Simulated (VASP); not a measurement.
A run of VASP 6.6.1 is set up as follows.

INCAR

```
AGGAC = 1.0 ; AGGAX = 1.0
ALDAC = 0.0 ; ALDAX = 1.0
ALGO = Normal ; EDIFF = 1E-7
ENCUT = 520 ; GGA = B5
ISIF = 2 ; ISMEAR = -1
LASPH = T ; LCHARG = F
LREAL = F ; LWAVE = F
NBANDS = 8 ; NELM = 100
PREC = Accurate ; SIGMA = 0.1
```

KPOINTS

```
k-points
0
Gamma
  18 18 18
```

Contents of POSCAR:

```
B
1.0
    1.8799285363      0.0000000000      0.0000000000
    0.0000000000      1.8799285363      0.0000000000
    0.0000000000      0.0000000000      1.8799285363
B
1
Direct
    0.0000000000      0.0000000000      0.0000000000
```

Potentials or basis: VASP PAW PBE potentials, release 64 (B).

Run with:

```console
$ cat potpaw_PBE.64/B/POTCAR > POTCAR
$ mpirun -np 1 vasp_std > vasp.out
```

What does it give for the pressure?

10.0 GPa.

Caveat: the PAW data sets were made with another functional, which shifts forces and pressure a little.
